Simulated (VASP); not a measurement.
# MgS5 (P-62m) in VASP: further runs

Runs on MgS5. Level: PBE. Tasks: single point, relaxation of cell and atoms.

Everything below comes from runs of VASP 6.6.1. Logs are shortened: lines on timing, memory, paths and dates and some standing lists are left out, and cuts for length are marked.

## (1) The cell of the first run

Symmetry: P-62m, No. 189, hexagonal system. The conventional cell has a = 4.679 Å, b = 4.679 Å, c = 7.568 Å, α = 90.00°, β = 90.00°, γ = 120.00°. Mg (site symmetry -62m) has 6 S at 2.70 Å within 3.6 Å. S (site symmetry m2m) has 2 S at 2.11 Å within 2.8 Å. S (site symmetry -6) has 3 S at 2.70 Å and 3 Mg at 2.70 Å within 3.6 Å.

The cell was generated, and may not be a known phase.

## (2) Single point, PBE

File INCAR:

```
SYSTEM = MgS5
  PREC = Accurate
  ENCUT = 840
  EDIFF = 1E-6
  ISMEAR = 0
  SIGMA = 0.1
  LREAL = .False.
  LASPH = .True.
  NELM = 120
  ALGO = Normal
  ISIF = 2
  LWAVE = .False.
  LCHARG = .False.
  GGA = PE
  NBANDS = 29
  GGA_COMPAT = .False.
```

File KPOINTS:

```
Automatic mesh
0
Gamma
  3 3 4
  0 0 0
```

File POSCAR:

```
MgS5
1.0
    4.6791854708      0.0000000000      0.0000000000
   -2.3395927354      4.0522934867      0.0000000000
    0.0000000000      0.0000000000      7.5679909409
Mg S
1 5
Direct
    0.0000000000      0.0000000000      0.0000000000
    0.0000000000      0.7392664313      0.5000000000
    0.7392664313      0.0000000000      0.5000000000
    0.2607335687      0.2607335687      0.5000000000
    0.6666666667      0.3333333333      0.0000000000
    0.3333333333      0.6666666667      0.0000000000
```

Potentials or basis: VASP PAW PBE potentials, release 64 (Mg_sv, S).

Launch:

```bash
> cat potpaw_PBE.64/Mg_sv/POTCAR potpaw_PBE.64/S/POTCAR > POTCAR
> mpirun -np 1 vasp_std > vasp.out
```

OUTCAR:

```text
SYSTEM = MgS5
   PREC = Accurate
   ENCUT = 840
   EDIFF = 1E-6
   ISMEAR = 0
   LREAL = .False.
   LASPH = .True.
   NELM = 120
   ISIF = 2
   GGA = PE

 ion  position               nearest neighbor table
   1  0.000  0.000  0.000-
   2  0.000  0.739  0.500-   4 2.11   3 2.11
   3  0.739  0.000  0.500-   4 2.11   2 2.11
   4  0.261  0.261  0.500-   2 2.11   3 2.11
   5  0.667  0.333  0.000-   6 2.70   6 2.70   6 2.70
   6  0.333  0.667  0.000-   5 2.70   5 2.70   5 2.70

  LATTYP: Found a hexagonal cell.
 ALAT       =     4.6791854708
 C/A-ratio  =     1.6173735767

  Lattice vectors:

 A1 = (   4.6791854708,   0.0000000000,   0.0000000000)
 A2 = (  -2.3395927354,   4.0522934867,   0.0000000000)
 A3 = (   0.0000000000,   0.0000000000,   7.5679909409)

Analysis of symmetry for initial positions (statically):
=====================================================================
 Subroutine PRICEL returns:
 Original cell was already a primitive cell.

 Routine SETGRP: Setting up the symmetry group for a
 hexagonal supercell.

 Subroutine GETGRP returns: Found 12 space group operations
 (whereof 12 operations were pure point group operations)
 out of a pool of 24 trial point group operations.

The static configuration has the point symmetry D_3h.

Analysis of symmetry for dynamics (positions and initial velocities):
=====================================================================
 Subroutine PRICEL returns:
 Original cell was already a primitive cell.

 Routine SETGRP: Setting up the symmetry group for a
 hexagonal supercell.

 Subroutine GETGRP returns: Found 12 space group operations
 (whereof 12 operations were pure point group operations)
 out of a pool of 24 trial point group operations.

The dynamic configuration has the point symmetry D_3h.

 Subroutine INISYM returns: Found 12 space group operations
 (whereof 12 operations are pure point group operations),
 and found     1 'primitive' translations

----------------------------------------------------------------------------------------

                                     Primitive cell

  volume of cell :     143.5000

  direct lattice vectors                    reciprocal lattice vectors
     4.679185471  0.000000000  0.000000000     0.213712409  0.123386917  0.000000000
    -2.339592735  4.052293487  0.000000000     0.000000000  0.246773834  0.000000000
     0.000000000  0.000000000  7.567990941     0.000000000  0.000000000  0.132135465

  length of vectors
     4.679185471  4.679185471  7.567990941     0.246773834  0.246773834  0.132135465

  position of ions in fractional coordinates (direct lattice)
     0.000000000  0.000000000  0.000000000
     0.000000000  0.739266431  0.500000000
     0.739266431  0.000000000  0.500000000
     0.260733569  0.260733569  0.500000000
     0.666666667  0.333333333  0.000000000
     0.333333333  0.666666667  0.000000000

  ion indices of the primitive-cell ions
   primitive index   ion index
                 1           1
                 2           2
                 3           3
                 4           4
                 5           5
                 6           6

----------------------------------------------------------------------------------------

 KPOINTS: Automatic mesh

Automatic generation of k-mesh.
 Grid dimensions read from file:
 generate k-points for:    3    3    4

 Generating k-lattice:

  Cartesian coordinates                     Fractional coordinates (reciprocal lattice)
     0.071237470  0.041128972  0.000000000     0.333333333  0.000000000  0.000000000
     0.000000000  0.082257945  0.000000000     0.000000000  0.333333333  0.000000000
     0.000000000  0.000000000  0.033033866     0.000000000  0.000000000  0.250000000

  Length of vectors
     0.082257945  0.082257945  0.033033866

  Shift w.r.t. Gamma in fractional coordinates (k-lattice)
     0.000000000  0.000000000  0.000000000

 Subroutine IBZKPT returns following result:
 ===========================================

 Found      9 irreducible k-points:

 Following reciprocal coordinates:
            Coordinates               Weight
  0.000000  0.000000  0.000000      1.000000
  0.333333  0.000000  0.000000      6.000000
  0.333333  0.333333  0.000000      2.000000
  0.000000  0.000000  0.250000      2.000000
  0.333333  0.000000  0.250000     12.000000
  0.333333  0.333333  0.250000      4.000000
  0.000000  0.000000  0.500000      1.000000
  0.333333  0.000000  0.500000      6.000000
  0.333333  0.333333  0.500000      2.000000
   k-points           NKPTS =      9   k-points in BZ     NKDIM =      9   number of bands    NBANDS=     29
   number of dos      NEDOS =    301   number of ions     NIONS =      6
   total plane-waves  NPLWV = 165888
   dimension x,y,z NGX =    48 NGY =   48 NGZ =   72
   dimension x,y,z NGXF=    96 NGYF=   96 NGZF=  144
   ions per type =               1   5
   NGX,Y,Z   is equivalent  to a cutoff of  17.05, 17.05, 15.82 a.u.
   NGXF,Y,Z  is equivalent  to a cutoff of  34.11, 34.11, 31.63 a.u.
 SYSTEM =  MgS5
   PREC   = accura    normal or accurate (medium, high low for compatibility)
   ISTART =      0    job   : 0-new  1-cont  2-samecut
   ICHARG =      2    charge: 1-file 2-atom 10-const
   ISPIN  =      1    spin polarized calculation?
   LNONCOLLINEAR =      F non collinear calculations
   LSORBIT =      F    spin-orbit coupling
   LASPH  =      T    aspherical Exc in radial PAW
   ENCUT  =  840.0 eV  61.74 Ry    7.86 a.u.  11.06 11.06 17.88*2*pi/ulx,y,z
   NELM   =    120;   NELMIN=  2; NELMDL= -5     # of ELM steps
   EDIFF  = 0.1E-05   stopping-criterion for ELM
   LREAL  =      F    real-space projection
   EDIFFG = 0.1E-04   stopping-criterion for IOM
   NSW    =      0    number of steps for IOM
   IBRION =     -1    ionic relax: 0-MD 1-quasi-New 2-CG
   NFREE  =      0    steps in history (QN), initial steepest desc. (CG)
   ISIF   =      2    stress and relaxation
   ISYM   =      2    0-nonsym 1-usesym 2-fastsym
   POTIM  = 0.5000    time-step for ionic-motion
   TEBEG  =    0.0;   TEEND  =   0.0 temperature during run
   PSTRESS=    0.0 pullay stress
   NELECT =      40.0000    total number of electrons
   NUPDOWN=      -1.0000    fix difference up-down
   EMIN   =  10.00;   EMAX   =-10.00  energy-range for DOS
   EFERMI =   0.00;   METHOD = LEGACY
   ISMEAR =     0;   SIGMA  =   0.10  broadening in eV -4-tet -1-fermi 0-gaus
   EFERMI_NEDOS =   21; number of points for ismear=-14 and -15
   IALGO  =     38    algorithm
   IMIX   =      4    mixing-type and parameters
     AMIX     =   0.40;   BMIX     =  1.00
     AMIX_MAG =   1.60;   BMIX_MAG =  1.00
  volume/ion in A,a.u.               =      23.92       161.40
  Fermi-wavevector in a.u.,A,eV,Ry     =   1.069410  2.020892 15.560136  1.143638
  Thomas-Fermi vector in A             =   2.205088
   LORBIT       =      0    0 simple, 1 ext, 2 COOP (PROOUT), +10 PAW based schemes
   GGA     = PE    functional components
   LHFCALC =     F    Hartree Fock is set to
   AEXX    =    0.0000 exact exchange contribution
   IVDW    =     0    specifies the selected vdW correction
   LEPSILON=     F    determine dielectric tensor
   LRPA    =     F    only Hartree local field effects (RPA)
 non-spin polarized calculation
 Gauss-broadening in eV      SIGMA  =   0.10
  energy-cutoff  :      840.00
  volume of cell :      143.50
 maximum number of plane-waves:      7953
 NGX is ok and might be reduce to    48
   NGX = 23   NGY = 23   NGZ = 35

 number of electron      40.0000004 magnetization

 Free energy of the ion-electron system (eV)
  ---------------------------------------------------
  ext. energy  EPLUGINS =         0.00000000
  ---------------------------------------------------
  free energy    TOTEN  =       -20.51036045 eV

  energy without entropy =      -20.48902302  energy(sigma->0) =      -20.49969174

 E-fermi :   2.5325     XC(G=0):  -8.5913

 val. band max:        2.5183818347   @ k =   0.0000   0.0000   0.5000
 cond. band min:       3.1542353838   @ k =   0.0000   0.0000   0.0000
 fundamental gap:      0.6358535491
 Fermi energy:         2.5325388105

 k-point     1 :       0.0000    0.0000    0.0000
  band No.  band energies     occupation
      1     -73.3771      2.00000
      2     -40.2028      2.00000
      3     -40.1021      2.00000
      4     -40.1021      2.00000
      5     -14.9565      2.00000
      6     -10.7681      2.00000
[... 21 lines left out ...]
     28       9.6078      0.00000
     29      10.1552      0.00000

 k-point     2 :       0.3333    0.0000    0.0000
  band No.  band energies     occupation
      1     -73.3771      2.00000
      2     -40.2028      2.00000
      3     -40.1023      2.00000
      4     -40.1021      2.00000
      5     -14.6451      2.00000
      6     -10.1783      2.00000
[... 21 lines left out ...]
     28       9.0583      0.00000
     29      10.3491      0.00000

 k-point     3 :       0.3333    0.3333    0.0000
  band No.  band energies     occupation
      1     -73.3771      2.00000
      2     -40.2028      2.00000
      3     -40.1023      2.00000
      4     -40.1023      2.00000
      5     -14.4607      2.00000
      6      -9.6025      2.00000
[... 21 lines left out ...]
     28      10.0143      0.00000
     29      10.0633      0.00000

 k-point     4 :       0.0000    0.0000    0.2500
  band No.  band energies     occupation
      1     -73.3770      2.00000
      2     -40.2028      2.00000
      3     -40.1021      2.00000
      4     -40.1021      2.00000
      5     -14.9562      2.00000
      6     -10.7701      2.00000
[... 117 lines left out ...]
     28      10.9334      0.00000
     29      10.9334      0.00000

 k-point     8 :       0.3333    0.0000    0.5000
  band No.  band energies     occupation
      1     -73.3771      2.00000
      2     -40.2028      2.00000
      3     -40.1024      2.00000
      4     -40.1022      2.00000
      5     -14.6448      2.00000
      6     -10.1713      2.00000
[... 21 lines left out ...]
     28       9.5616      0.00000
     29      10.0398      0.00000

 k-point     9 :       0.3333    0.3333    0.5000
  band No.  band energies     occupation
      1     -73.3771      2.00000
      2     -40.2028      2.00000
      3     -40.1023      2.00000
      4     -40.1023      2.00000
      5     -14.4606      2.00000
      6      -9.5833      2.00000
[... 21 lines left out ...]
     28      10.1921      0.00000
     29      10.1921      0.00000

------------------------ aborting loop because EDIFF is reached ----------------------------------------

  FORCE on cell =-STRESS in cart. coord.  units (eV):
  Direction    XX          YY          ZZ          XY          YZ          ZX
  --------------------------------------------------------------------------------------
  -------------------------------------------------------------------------------------
  Total       -0.3463568     -0.3463568     -0.0131505      0.0000000      0.0000000      0.0000000
  in kB       -3.8670743     -3.8670743     -0.1468257      0.0000000      0.0000000      0.0000000
  external PRESSURE =      -2.6269914 kB  Pullay stress =       0.0000000 kB

 VOLUME and BASIS-vectors are now :
 -----------------------------------------------------------------------------
  energy-cutoff  :      840.00
  volume of cell :      143.50
      direct lattice vectors                 reciprocal lattice vectors
     4.679185471  0.000000000  0.000000000     0.213712409  0.123386917  0.000000000
    -2.339592735  4.052293487  0.000000000     0.000000000  0.246773834  0.000000000
     0.000000000  0.000000000  7.567990941     0.000000000  0.000000000  0.132135465

 POSITION                                       TOTAL-FORCE (eV/Angst)
 -----------------------------------------------------------------------------------
      0.00000      0.00000      0.00000        -0.000000      0.000000     -0.000000
     -1.72958      2.99572      3.78400        -0.101406      0.175640     -0.000000
      3.45916      0.00000      3.78400         0.202812     -0.000000     -0.000000
      0.61001      1.05657      3.78400        -0.101406     -0.175640      0.000000
      2.33959      1.35076      0.00000        -0.000000      0.000000     -0.000000
     -0.00000      2.70153      0.00000        -0.000000      0.000000     -0.000000
 -----------------------------------------------------------------------------------
    total drift:                                0.000000      0.000000      0.000000

  FREE ENERGIE OF THE ION-ELECTRON SYSTEM (eV)
  ---------------------------------------------------
  free  energy   TOTEN  =       -20.5103604529 eV

  energy  without entropy=      -20.4890230190  energy(sigma->0) =      -20.49969174
```

It took 65 s on 1 thread of Intel Xeon Platinum 8488C (Sapphire Rapids), shared host; peak memory 0.43 GiB.

What came out:

| Item | Value |
| --- | --- |
| Free energy | -20.5104 eV |
| Pressure | -0.3 GPa |
| Largest force | 0.203 eV/Å |
| Band gap on the k mesh | zero (bands 20 and 21 overlap by 0.10 eV) |

Forces on the atoms (eV/Å):
```
Mg   0.000  0.000  0.000
S   -0.101  0.176  0.000
S    0.203  0.000  0.000
S   -0.101 -0.176  0.000
S    0.000  0.000  0.000
S    0.000  0.000  0.000
```

Stress tensor (GPa, compression positive):
```
-0.39  0.00  0.00
 0.00 -0.39  0.00
 0.00  0.00 -0.01
```

Caveat: the k points lie up to 0.52 Å⁻¹ apart; semilocal functionals underestimate gaps, and a narrow one can read as zero.

## (3) Relaxation of cell and atoms, PBE

File INCAR:

```
PREC     = Accurate       # precision mode
ENCUT    = 840            # plane-wave cutoff, eV
EDIFF    = 1E-7           # SCF threshold, eV
ISMEAR   = 0              # smearing method
SIGMA    = 0.1            # smearing width, eV
LREAL    = F              # projectors in reciprocal space
LASPH    = T              # aspherical terms in the spheres
NELM     = 120            # most SCF steps
ALGO     = Normal         # electronic algorithm
ISIF     = 3              # what is computed and relaxed
LWAVE    = F              # write WAVECAR
LCHARG   = F              # write CHGCAR
GGA      = PE             # functional
IBRION   = 2              # ionic algorithm
NSW      = 90             # ionic steps
EDIFFG   = -0.04          # ionic threshold
GGA_COMPAT= F            
NELMIN   = 4
```

File KPOINTS:

```
Automatic mesh
0
Gamma
  6 6 2
```

POSCAR is that of step 2.

Potentials or basis: VASP PAW PBE potentials, release 64 (Mg_sv, S).

Launch:

```bash
> cat potpaw_PBE.64/Mg_sv/POTCAR potpaw_PBE.64/S/POTCAR > POTCAR
> mpirun -np 1 vasp_std > vasp.out
```

OUTCAR:

```text
PREC = Accurate
   ENCUT = 840
   EDIFF = 1E-7
   ISMEAR = 0
   LREAL = F
   LASPH = T
   NELM = 120
   ISIF = 3
   GGA = PE
   IBRION = 2
   NSW = 90
   EDIFFG = -0.04
   NELMIN = 4

 ion  position               nearest neighbor table
   1  0.000  0.000  0.000-
   2  0.000  0.739  0.500-   4 2.11   3 2.11
   3  0.739  0.000  0.500-   4 2.11   2 2.11
   4  0.261  0.261  0.500-   2 2.11   3 2.11
   5  0.667  0.333  0.000-   6 2.70   6 2.70   6 2.70
   6  0.333  0.667  0.000-   5 2.70   5 2.70   5 2.70

  LATTYP: Found a hexagonal cell.
 ALAT       =     4.6791854708
 C/A-ratio  =     1.6173735767

  Lattice vectors:
[... 181 lines left out ...]

  FORCE on cell =-STRESS in cart. coord.  units (eV):
  Direction    XX          YY          ZZ          XY          YZ          ZX
  --------------------------------------------------------------------------------------
  -------------------------------------------------------------------------------------
  Total       -0.8492298     -0.8492298     -0.2735293      0.0000000      0.0000000     -0.0000000
  in kB       -9.4816524     -9.4816524     -3.0539554      0.0000000      0.0000000     -0.0000000
  external PRESSURE =      -7.3390868 kB  Pullay stress =       0.0000000 kB
[... 107 lines left out ...]
--------------------------------------- Ionic step        4  -------------------------------------------

 number of electron      40.0000004 magnetization

 Free energy of the ion-electron system (eV)
  ---------------------------------------------------
  ext. energy  EPLUGINS =         0.00000000
  ---------------------------------------------------
  free energy    TOTEN  =       -20.56304034 eV

  energy without entropy =      -20.55051553  energy(sigma->0) =      -20.55677794

 E-fermi :   2.7468     XC(G=0):  -8.6668

 val. band max:        2.7334816410   @ k =   0.0000   0.0000   0.0000
 cond. band min:       2.7485812226   @ k =   0.1667   0.1667   0.0000
 fundamental gap:      0.0150995816
 Fermi energy:         2.7467710616

 k-point     1 :       0.0000    0.0000    0.0000
  band No.  band energies     occupation
      1     -73.2508      2.00000
      2     -40.0776      2.00000
      3     -39.9753      2.00000
      4     -39.9753      2.00000
      5     -14.6774      2.00000
      6     -10.9551      2.00000
[... 400 lines left out ...]
  FREE ENERGIE OF THE ION-ELECTRON SYSTEM (eV)
  ---------------------------------------------------
  free  energy   TOTEN  =       -20.5630403407 eV

  energy  without entropy=      -20.5505155316  energy(sigma->0) =      -20.55677794

 reached required accuracy - stopping structural energy minimisation
```

CONTCAR:

```text
MgS5
   1.00000000000000
     4.6462952539815268    0.0000000000000000   -0.0000000000000000
    -2.3231476269907634    4.0238097233998946   -0.0000000000000000
    -0.0000000000000000    0.0000000000000000    7.5376409492755636
  Mg              S
     1     5
Direct
     1.0000000000000000    1.0000000000000000    1.0000000000000000
     0.0000000000000000    0.7377454437535467    0.5000000000000000
     0.7377454437535467    1.0000000000000000    0.5000000000000000
     0.2622545562464534    0.2622545562464534    0.5000000000000000
     0.6666666667000030    0.3333333332999970    1.0000000000000000
     0.3333333332999970    0.6666666667000030    1.0000000000000000

  0.00000000E+00  0.00000000E+00  0.00000000E+00
  0.00000000E+00  0.00000000E+00  0.00000000E+00
  0.00000000E+00  0.00000000E+00  0.00000000E+00
  0.00000000E+00  0.00000000E+00  0.00000000E+00
  0.00000000E+00  0.00000000E+00  0.00000000E+00
  0.00000000E+00  0.00000000E+00  0.00000000E+00
```

Wall time 6.5 min (1 thread of Intel Xeon Platinum 8259CL at 2.50GHz (Skylake/Cascade Lake), shared host); peak memory 0.48 GiB.

What came out:

* Free energy: -20.5630 eV
* Relaxed volume: 23.49 Å³/atom
* Relaxed cell: a = 4.646 Å, b = 4.646 Å, c = 7.538 Å, α = 90.00°, β = 90.00°, γ = 120.00°
* Space group after relaxing (to 0.1 Å): P-62m (No. 189)
* Energy gained by relaxing: 1.1 meV/atom
* Ionic steps: 4
* Pressure after relaxing: 0.0 GPa
* Largest force after relaxing: 0.019 eV/Å
* Band gap on the k mesh: zero (bands 20 and 21 overlap by 0.52 eV)

Forces in eV/Å, atoms in the order of the input:
```
Mg   0.000  0.000  0.000
S    0.010 -0.017  0.000
S   -0.019  0.000  0.000
S    0.010  0.017  0.000
S    0.000  0.000  0.000
S    0.000  0.000  0.000
```

Stress tensor (GPa, compression positive):
```
 0.05  0.00  0.00
 0.00  0.05  0.00
 0.00  0.00 -0.23
```

The path:
```
step  energy change (eV)  largest force (eV/Å)  pressure (GPa)  volume (Å³)
   1              0.0000                0.0188           -0.73       143.50
   2             -0.0028                0.2894            0.28       141.24
   3             -0.0040                0.1788           -0.08       142.03
   4             -0.0067                0.0194           -0.05       140.92
```

Final structure:
```
CELL_PARAMETERS angstrom
4.64630 0.00000 0.00000
-2.32315 4.02381 0.00000
0.00000 0.00000 7.53764
ATOMIC_POSITIONS crystal
Mg 0.00000 0.00000 0.00000
S 0.00000 0.73775 0.50000
S 0.73775 0.00000 0.50000
S 0.26225 0.26225 0.50000
S 0.66667 0.33333 0.00000
S 0.33333 0.66667 0.00000
```

Caveat: the k points lie up to 0.42 Å⁻¹ apart in the final cell, too coarse for converged energies and pressures of a metal; semilocal functionals underestimate gaps, and a narrow one can read as zero.

The gap in the log of VASP goes by the Fermi energy; the results here count the filled bands.